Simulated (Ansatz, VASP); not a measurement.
**Two plane-wave programs on PtS2**

```
Pt S
1.0
     3.55264    0.00000    0.00000
    -1.77632    3.07668    0.00000
     0.00000    0.00000    5.12271
Pt S
1 2
Direct
  0.00000 0.00000 0.00000
  0.33333 0.66667 0.23926
  0.66667 0.33333 0.76074
```

Alike in both runs: task single point; functional PBE; k mesh 6 × 6 × 4; occupations fermi-dirac, width 0.5 eV; no spin polarisation.

|  | VASP | Ansatz |
| --- | --- | --- |
| version | VASP 6.6.1 | Ansatz 0.2.0 |
| potentials or method | VASP PAW PBE potentials, release 64 (Pt, S) | plane waves |
| plane-wave cutoff (eV) | 520 | 420 |
| valence electrons in the cell | 22 | 30 |

Ansatz gave:

```
pressure (GPa)                                                : 5.5
traceless stress, the component that is largest in VASP (GPa) : -1.70
rms of the force components (eV/Å)                            : 0.171
```

Question: What did VASP give for the same quantities?

Answer: Pressure (GPa): 5.1; traceless stress, the component that is largest in VASP (GPa): -1.56; rms of the force components (eV/Å): 0.154.

Atom by atom the forces differ by 0.017 eV/Å (rms over components). With one functional, cell and mesh, what is left measures potentials, basis and numerics. VASP's potentials hold 22 valence electrons a cell and Ansatz's 30, so a difference there can come from the potentials and not from the codes.

Spin-orbit coupling is off throughout.
